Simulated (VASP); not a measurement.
# Ni (Fm-3m) in VASP: further runs

Ni is run at these levels: PBEsol; tasks: relaxation of cell and atoms, single point.

Program: VASP 6.6.1. These are calculated values, not measurements. Logs are shortened: lines on timing, memory, paths and dates and some standing lists are left out, and cuts for length are marked.

## 1. The cell of the first run

Symmetry: Fm-3m, No. 225, cubic system. The conventional cell has a = 3.524 Å, b = 3.524 Å, c = 3.524 Å, α = 90.00°, β = 90.00°, γ = 90.00°. Ni (site symmetry m-3m) has 12 Ni at 2.49 Å within 3.3 Å.

## 2. Relaxation of cell and atoms, PBEsol, collinear spin, ferromagnetic start

INCAR reads:

```
SYSTEM = Ni
PREC = Accurate
ENCUT = 600
EDIFF = 1E-6
ISMEAR = -1
SIGMA = 0.1
LREAL = .False.
LASPH = .True.
NELM = 150
ALGO = Normal
ISIF = 3
LWAVE = .False.
LCHARG = .False.
ISPIN = 2
MAGMOM = 1
LORBIT = 11
LMAXMIX = 4
GGA = PS
IBRION = 2
NSW = 60
EDIFFG = -0.005
```

KPOINTS reads:

```
Automatic mesh
0
Gamma
  21 21 21
  0 0 0
```

POSCAR reads:

```
Ni
1.0
    0.0000000000      1.7619589070      1.7619589070
    1.7619589070      0.0000000000      1.7619589070
    1.7619589070      1.7619589070      0.0000000000
Ni
1
Direct
    0.0000000000      0.0000000000      0.0000000000
```

Potentials or basis: VASP PAW PBE potentials, release 64 (Ni).

On the command line:

```sh
cat potpaw_PBE.64/Ni/POTCAR > POTCAR
mpirun -np 1 vasp_std > vasp.out
```

OUTCAR:

```text
SYSTEM = Ni
   PREC = Accurate
   ENCUT = 600
   EDIFF = 1E-6
   ISMEAR = -1
   LREAL = .False.
   LASPH = .True.
   NELM = 150
   ISIF = 3
   ISPIN = 2
   LORBIT = 11
   GGA = PS
   IBRION = 2
   NSW = 60
   EDIFFG = -0.005

 ion  position               nearest neighbor table
   1  0.000  0.000  0.000-

  LATTYP: Found a face centered cubic cell.
 ALAT       =     3.5239178140

  Lattice vectors:

 A1 = (   0.0000000000,   1.7619589070,   1.7619589070)
 A2 = (   1.7619589070,   0.0000000000,   1.7619589070)
 A3 = (   1.7619589070,   1.7619589070,   0.0000000000)

Analysis of symmetry for initial positions (statically):
=====================================================================
 Subroutine PRICEL returns:
 Original cell was already a primitive cell.

 Routine SETGRP: Setting up the symmetry group for a
 face centered cubic supercell.

 Subroutine GETGRP returns: Found 48 space group operations
 (whereof 48 operations were pure point group operations)
 out of a pool of 48 trial point group operations.

The static configuration has the point symmetry O_h .

Analysis of symmetry for dynamics (positions and initial velocities):
=====================================================================
 Subroutine PRICEL returns:
 Original cell was already a primitive cell.

 Routine SETGRP: Setting up the symmetry group for a
 face centered cubic supercell.

 Subroutine GETGRP returns: Found 48 space group operations
 (whereof 48 operations were pure point group operations)
 out of a pool of 48 trial point group operations.

The dynamic configuration has the point symmetry O_h .

Analysis of structural, dynamic, and magnetic symmetry:
=====================================================================
 Subroutine PRICEL returns:
 Original cell was already a primitive cell.

 Routine SETGRP: Setting up the symmetry group for a
 face centered cubic supercell.

 Subroutine GETGRP returns: Found 48 space group operations
 (whereof 48 operations were pure point group operations)
 out of a pool of 48 trial point group operations.

The overall configuration has the point symmetry O_h .

 Subroutine INISYM returns: Found 48 space group operations
 (whereof 48 operations are pure point group operations),
 and found     1 'primitive' translations

----------------------------------------------------------------------------------------

                                     Primitive cell

  volume of cell :      10.9400

  direct lattice vectors                    reciprocal lattice vectors
     0.000000000  1.761958907  1.761958907    -0.283775063  0.283775063  0.283775063
     1.761958907  0.000000000  1.761958907     0.283775063 -0.283775063  0.283775063
     1.761958907  1.761958907  0.000000000     0.283775063  0.283775063 -0.283775063

  length of vectors
     2.491786183  2.491786183  2.491786183     0.491512827  0.491512827  0.491512827

  position of ions in fractional coordinates (direct lattice)
     0.000000000  0.000000000  0.000000000

  ion indices of the primitive-cell ions
   primitive index   ion index
                 1           1

----------------------------------------------------------------------------------------

 KPOINTS: Automatic mesh

Automatic generation of k-mesh.
 Grid dimensions read from file:
 generate k-points for:   21   21   21

 Generating k-lattice:

  Cartesian coordinates                     Fractional coordinates (reciprocal lattice)
    -0.013513098  0.013513098  0.013513098     0.047619048  0.000000000  0.000000000
     0.013513098 -0.013513098  0.013513098     0.000000000  0.047619048  0.000000000
     0.013513098  0.013513098 -0.013513098     0.000000000  0.000000000  0.047619048

  Length of vectors
     0.023405373  0.023405373  0.023405373

  Shift w.r.t. Gamma in fractional coordinates (k-lattice)
     0.000000000  0.000000000  0.000000000

 Subroutine IBZKPT returns following result:
 ===========================================

 Found    286 irreducible k-points:

 Following reciprocal coordinates:
            Coordinates               Weight
  0.000000  0.000000  0.000000      1.000000
  0.047619  0.000000  0.000000      8.000000
  0.095238  0.000000  0.000000      8.000000
  0.142857  0.000000  0.000000      8.000000
  0.190476  0.000000  0.000000      8.000000
  0.238095  0.000000  0.000000      8.000000
[... 16 lines left out ...]
 -0.428571  0.047619  0.000000     24.000000
 -0.380952  0.047619  0.000000     24.000000
 [... further k-points ...]
   k-points           NKPTS =    286   k-points in BZ     NKDIM =    286   number of bands    NBANDS=     10
   number of dos      NEDOS =    301   number of ions     NIONS =      1
   total plane-waves  NPLWV =   8000
   dimension x,y,z NGX =    20 NGY =   20 NGZ =   20
   dimension x,y,z NGXF=    40 NGYF=   40 NGZF=   40
   ions per type =               1
   NGX,Y,Z   is equivalent  to a cutoff of  13.34, 13.34, 13.34 a.u.
   NGXF,Y,Z  is equivalent  to a cutoff of  26.69, 26.69, 26.69 a.u.
 SYSTEM =  Ni
   PREC   = accura    normal or accurate (medium, high low for compatibility)
   ISTART =      0    job   : 0-new  1-cont  2-samecut
   ICHARG =      2    charge: 1-file 2-atom 10-const
   ISPIN  =      2    spin polarized calculation?
   LNONCOLLINEAR =      F non collinear calculations
   LSORBIT =      F    spin-orbit coupling
   LASPH  =      T    aspherical Exc in radial PAW
   ENCUT  =  600.0 eV  44.10 Ry    6.64 a.u.   4.98  4.98  4.98*2*pi/ulx,y,z
   NELM   =    150;   NELMIN=  2; NELMDL= -5     # of ELM steps
   EDIFF  = 0.1E-05   stopping-criterion for ELM
   LREAL  =      F    real-space projection
   EDIFFG = -.5E-02   stopping-criterion for IOM
   NSW    =     60    number of steps for IOM
   IBRION =      2    ionic relax: 0-MD 1-quasi-New 2-CG
   NFREE  =      1    steps in history (QN), initial steepest desc. (CG)
   ISIF   =      3    stress and relaxation
   ISYM   =      2    0-nonsym 1-usesym 2-fastsym
   POTIM  = 0.5000    time-step for ionic-motion
   TEBEG  =    0.0;   TEEND  =   0.0 temperature during run
   PSTRESS=    0.0 pullay stress
   NELECT =      10.0000    total number of electrons
   NUPDOWN=      -1.0000    fix difference up-down
   EMIN   =  10.00;   EMAX   =-10.00  energy-range for DOS
   EFERMI =   0.00;   METHOD = LEGACY
   ISMEAR =    -1;   SIGMA  =   0.10  broadening in eV -4-tet -1-fermi 0-gaus
   EFERMI_NEDOS =   21; number of points for ismear=-14 and -15
   IALGO  =     38    algorithm
   IMIX   =      4    mixing-type and parameters
     AMIX     =   0.40;   BMIX     =  1.00
     AMIX_MAG =   1.60;   BMIX_MAG =  1.00
  volume/ion in A,a.u.               =      10.94        73.83
  Fermi-wavevector in a.u.,A,eV,Ry     =   1.588799  3.002395 34.344961  2.524283
  Thomas-Fermi vector in A             =   2.687747
   LORBIT       =     11    0 simple, 1 ext, 2 COOP (PROOUT), +10 PAW based schemes
   GGA     = PS    functional components
   LHFCALC =     F    Hartree Fock is set to
   AEXX    =    0.0000 exact exchange contribution
   IVDW    =     0    specifies the selected vdW correction
   LEPSILON=     F    determine dielectric tensor
   LRPA    =     F    only Hartree local field effects (RPA)
 conjugate gradient relaxation of ions
 spin polarized calculation
  energy-cutoff  :      600.00
  volume of cell :       10.94
 maximum number of plane-waves:       378
   NGX =  9   NGY =  9   NGZ =  9

--------------------------------------- Ionic step        1  -------------------------------------------

 number of electron      10.0000010 magnetization       0.6090963

 Free energy of the ion-electron system (eV)
  ---------------------------------------------------
  ext. energy  EPLUGINS =         0.00000000
  ---------------------------------------------------
  free energy    TOTEN  =        -6.14419627 eV

  energy without entropy =       -6.08850031  energy(sigma->0) =       -6.11634829

------------------------ aborting loop because EDIFF is reached ----------------------------------------

  FORCE on cell =-STRESS in cart. coord.  units (eV):
  Direction    XX          YY          ZZ          XY          YZ          ZX
  --------------------------------------------------------------------------------------
  -------------------------------------------------------------------------------------
  Total       -0.7039600     -0.7039600     -0.7039600      0.0000000      0.0000000     -0.0000000
  in kB     -103.0958587   -103.0958587   -103.0958587      0.0000000      0.0000000     -0.0000000
  external PRESSURE =    -103.0958587 kB  Pullay stress =       0.0000000 kB

 VOLUME and BASIS-vectors are now :
 -----------------------------------------------------------------------------
  energy-cutoff  :      600.00
  volume of cell :       10.94
      direct lattice vectors                 reciprocal lattice vectors
     0.000000000  1.761958907  1.761958907    -0.283775063  0.283775063  0.283775063
     1.761958907  0.000000000  1.761958907     0.283775063 -0.283775063  0.283775063
     1.761958907  1.761958907  0.000000000     0.283775063  0.283775063 -0.283775063

 POSITION                                       TOTAL-FORCE (eV/Angst)
 -----------------------------------------------------------------------------------
      0.00000      0.00000      0.00000         0.000000      0.000000      0.000000
 -----------------------------------------------------------------------------------
    total drift:                                0.000000      0.000000      0.000000

  FREE ENERGIE OF THE ION-ELECTRON SYSTEM (eV)
  ---------------------------------------------------
  free  energy   TOTEN  =        -6.1441962670 eV

  energy  without entropy=       -6.0885003115  energy(sigma->0) =       -6.11634829

--------------------------------------- Ionic step        2  -------------------------------------------

 number of electron       9.9999998 magnetization       0.5753693

 E-fermi :  10.6311     XC(G=0): -14.0282

 val. band max:       10.6297987768   @ k =   0.4286   0.3333   0.0476
 cond. band min:      10.6316643968   @ k =   0.3810   0.0952   0.0000
 fundamental gap:      0.0018656200
 Fermi energy:        10.6311026450

 spin component 1

 k-point     1 :       0.0000    0.0000    0.0000
  band No.  band energies     occupation
      1       0.8796      1.00000
      2       7.9901      1.00000
      3       7.9901      1.00000
      4       7.9901      1.00000
      5       9.3221      1.00000
      6       9.3221      1.00000
      7      35.1686      0.00000
      8      39.7878      0.00000
      9      39.7878      0.00000
     10      39.7878      0.00000

 k-point     2 :       0.0476    0.0000    0.0000
  band No.  band energies     occupation
      1       0.9754      1.00000
      2       7.9624      1.00000
      3       8.0134      1.00000
      4       8.0134      1.00000
      5       9.3116      1.00000
      6       9.3116      1.00000
      7      34.9582      0.00000
      8      38.4498      0.00000
      9      39.5884      0.00000
     10      39.5884      0.00000
[... 694 lines left out ...]
 POSITION                                       TOTAL-FORCE (eV/Angst)
 -----------------------------------------------------------------------------------
      0.00000      1.73146      1.73146         0.000000     -0.000000     -0.000000
 -----------------------------------------------------------------------------------
    total drift:                               -0.000000     -0.000000     -0.000000

  FREE ENERGIE OF THE ION-ELECTRON SYSTEM (eV)
  ---------------------------------------------------
  free  energy   TOTEN  =        -6.1628424608 eV

  energy  without entropy=       -6.1099735554  energy(sigma->0) =       -6.13640801

--------------------------------------- Ionic step        5  -------------------------------------------

 number of electron       9.9999995 magnetization       0.5913060

 Free energy of the ion-electron system (eV)
  ---------------------------------------------------
  ext. energy  EPLUGINS =         0.00000000
  ---------------------------------------------------
  free energy    TOTEN  =        -6.16284360 eV

  energy without entropy =       -6.10993009  energy(sigma->0) =       -6.13638684

 E-fermi :   9.8375     XC(G=0): -13.7101

 val. band max:        9.8373179070   @ k =   0.4286   0.3810   0.0476
 cond. band min:       9.8379871338   @ k =   0.3810   0.3810   0.0000
 fundamental gap:      0.0006692268
 Fermi energy:         9.8374863043

 spin component 1

 k-point     1 :       0.0000    0.0000    0.0000
  band No.  band energies     occupation
      1       0.4667      1.00000
      2       7.3345      1.00000
      3       7.3345      1.00000
      4       7.3345      1.00000
      5       8.5699      1.00000
      6       8.5699      1.00000
      7      33.9376      0.00000
      8      38.1382      0.00000
      9      38.1382      0.00000
     10      38.1382      0.00000

 k-point     2 :       0.0476    0.0000    0.0000
  band No.  band energies     occupation
      1       0.5587      1.00000
      2       7.3091      1.00000
      3       7.3560      1.00000
      4       7.3560      1.00000
      5       8.5604      1.00000
      6       8.5604      1.00000
      7      33.6999      0.00000
      8      36.8285      0.00000
      9      37.9224      0.00000
     10      37.9224      0.00000
[... 624 lines left out ...]
 POSITION                                       TOTAL-FORCE (eV/Angst)
 -----------------------------------------------------------------------------------
      1.73198     -0.00000      1.73198        -0.000000     -0.000000      0.000000
 -----------------------------------------------------------------------------------
    total drift:                               -0.000000     -0.000000     -0.000000

  FREE ENERGIE OF THE ION-ELECTRON SYSTEM (eV)
  ---------------------------------------------------
  free  energy   TOTEN  =        -6.1628435974 eV

  energy  without entropy=       -6.1099300914  energy(sigma->0) =       -6.13638684

 reached required accuracy - stopping structural energy minimisation

 total charge

# of ion       s       p       d       tot
------------------------------------------
    1        0.520   0.545   8.335   9.400

 magnetization (x)

# of ion       s       p       d       tot
------------------------------------------
    1       -0.006  -0.023   0.626   0.597
```

Run time: 5.6 min. Hardware: 1 thread of Intel Xeon 8259CL, shared host; peak memory 0.2 GiB.

Results:

- Free energy: -6.1628 eV
- Relaxed volume: 10.39 Å³/atom
- Relaxed cell: a = 2.449 Å, b = 2.449 Å, c = 2.449 Å, α = 60.00°, β = 60.00°, γ = 60.00°
- Space group after relaxing (to 0.1 Å): Fm-3m (No. 225)
- Energy gained by relaxing: 18.6 meV/atom
- Ionic steps: 5
- Pressure after relaxing: 0.0 GPa
- Net moment: 0.59 μB per cell
- Site moments: Ni +0.60 μB
- Valence electrons inside the program's atomic spheres: Ni 9.40

Step by step:
| step | energy change (eV) | largest force (eV/Å) | pressure (GPa) | volume (Å³) |
| --- | --- | --- | --- | --- |
| 1 | 0.0000 | 0.0000 | -10.31 | 10.94 |
| 2 | 0.0020 | 0.0000 | 13.32 | 9.86 |
| 3 | -0.0186 | 0.0000 | -0.11 | 10.39 |
| 4 | -0.0186 | 0.0000 | 0.11 | 10.38 |
| 5 | -0.0186 | 0.0000 | -0.03 | 10.39 |

Final structure:
```
CELL_PARAMETERS angstrom
0.00000 1.73198 1.73198
1.73198 0.00000 1.73198
1.73198 1.73198 0.00000
ATOMIC_POSITIONS crystal
Ni 0.00000 0.00000 0.00000
```

Levels at points of the mesh, in eV from the Fermi level:
Spin up:
| k point | band 2 | band 3 | band 4 | band 5 | band 6 | band 7 | band 8 | band 9 |
| --- | --- | --- | --- | --- | --- | --- | --- | --- |
| (0.00, 0.00, 0.00) | -2.50 | -2.50 | -2.50 | -1.27 | -1.27 | 24.10 | 28.30 | 28.30 |
Spin down:
| k point | band 2 | band 3 | band 4 | band 5 | band 6 | band 7 | band 8 | band 9 |
| --- | --- | --- | --- | --- | --- | --- | --- | --- |
| (0.00, 0.00, 0.00) | -1.83 | -1.83 | -1.83 | -0.68 | -0.68 | 24.00 | 28.30 | 28.30 |

Caveat: the PAW data sets were made with another functional, which shifts forces and pressure a little.

## 3. Single point, PBEsol, collinear spin, ferromagnetic start

This run uses another cell than the first one: it holds 2 atoms, not 1.

INCAR reads:

```
PREC     = Accurate       # precision mode
ENCUT    = 520            # plane-wave cutoff, eV
EDIFF    = 1E-7           # SCF threshold, eV
ISMEAR   = -1             # smearing method
SIGMA    = 0.1            # smearing width, eV
LREAL    = False          # projectors in reciprocal space
LASPH    = True           # aspherical terms in the spheres
NELM     = 150            # most SCF steps
ALGO     = Normal         # electronic algorithm
ISIF     = 2              # what is computed and relaxed
LWAVE    = False          # write WAVECAR
LCHARG   = False          # write CHGCAR
ISPIN    = 2              # spin polarisation
MAGMOM   = 1 1            # initial moments
LORBIT   = 11             # projections on sites
LMAXMIX  = 4              # l up to which the mixer works
GGA      = PS             # functional
NBANDS   = 21             # bands
```

KPOINTS reads:

```
Automatic mesh
0
Gamma
  17 17 12
```

POSCAR reads:

```
Ni
1.0
    1.7321712240      1.7321712240      0.0000000000
   -1.7321712240      1.7321712240      0.0000000000
    0.0000000000      0.0000000000      3.4643424480
Ni
2
Direct
    0.0000000000      0.0000000000      0.0000000000
    0.5000000000      0.5000000000      0.5000000000
```

Potentials or basis: VASP PAW PBE potentials, release 64 (Ni).

On the command line:

```sh
cat potpaw_PBE.64/Ni/POTCAR > POTCAR
mpirun -np 1 vasp_std > vasp.out
```

Run time: 6.5 min. Hardware: 1 thread of Intel Xeon 8259CL, shared host; peak memory 0.29 GiB.

It converged, with:

```yaml
Free_energy: -12.3248 eV
Pressure: 0.0 GPa
Net_moment: 1.20 μB per cell
Site_moments: Ni +0.60 μB
Valence_electrons_inside_the_program's_atomic_spheres: Ni 9.40
```

Levels at points of the mesh, in eV from the Fermi level:
Spin up:
| k point | band 7 | band 8 | band 9 | band 10 | band 11 | band 12 | band 13 | band 14 | band 15 | band 16 |
| --- | --- | --- | --- | --- | --- | --- | --- | --- | --- | --- |
| (0.00, 0.00, 0.00) | -1.27 | -1.27 | -0.51 | -0.39 | -0.39 | 2.44 | 9.63 | 15.21 | 15.21 | 20.30 |
| (0.00, 0.00, 0.50) | -1.61 | -1.61 | -1.61 | -1.61 | -0.90 | -0.90 | 19.83 | 19.83 | 19.83 | 19.83 |
Spin down:
| k point | band 7 | band 8 | band 9 | band 10 | band 11 | band 12 | band 13 | band 14 |
| --- | --- | --- | --- | --- | --- | --- | --- | --- |
| (0.00, 0.00, 0.00) | -0.68 | -0.68 | 0.11 | 0.40 | 0.40 | 2.43 | 9.89 | 15.24 |
| (0.00, 0.00, 0.50) | -0.89 | -0.89 | -0.89 | -0.89 | -0.29 | -0.29 | 19.92 | 19.92 |

Caveat: the PAW data sets were made with another functional, which shifts forces and pressure a little.

## 4. Single point, PBEsol, collinear spin, ferromagnetic start

This run uses another cell than the first one: it holds 2 atoms, not 1.

INCAR reads:

```
SYSTEM = Ni
PREC = Accurate
ENCUT = 520
EDIFF = 1E-7
ISMEAR = -1
SIGMA = 0.1
LREAL = .False.
LASPH = .True.
NELM = 150
ALGO = Normal
ISIF = 2
LWAVE = .False.
LCHARG = .False.
ISPIN = 2
MAGMOM = 1 1
LORBIT = 11
LMAXMIX = 4
GGA = PS
NBANDS = 21
```

KPOINTS reads:

```
regular mesh
0
Gamma
  17 17 12
  0 0 0
```

POSCAR is that of step 3.

On the command line:

```sh
cat potpaw_PBE.64/Ni/POTCAR > POTCAR
mpirun -np 1 vasp_std > vasp.out
```

Wall time 5.9 min (1 thread of Intel Xeon 8259CL, shared host); peak memory 0.29 GiB.

Results (log left out):

- Free energy: -12.3248 eV
- Pressure: 0.0 GPa
- Net moment: 1.20 μB per cell
- Site moments: Ni +0.60 μB
- Valence electrons inside the program's atomic spheres: Ni 9.40

Levels at points of the mesh, in eV from the Fermi level:
Spin up:
```csv
k point,band 8,band 9,band 10,band 11,band 12,band 13,band 14,band 15
"(0.00, 0.00, 0.00)",-1.27,-0.51,-0.39,-0.39,2.44,9.63,15.21,15.21
"(0.00, 0.00, 0.50)",-1.61,-1.61,-1.61,-0.90,-0.90,19.83,19.83,19.83
```
Spin down:
```tsv
k point	band 7	band 8	band 9	band 10	band 11	band 12	band 13	band 14
(0.00, 0.00, 0.00)	-0.68	-0.68	0.11	0.40	0.40	2.43	9.89	15.24
(0.00, 0.00, 0.50)	-0.89	-0.89	-0.89	-0.89	-0.29	-0.29	19.92	19.92
```

Caveat: the PAW data sets were made with another functional, which shifts forces and pressure a little.
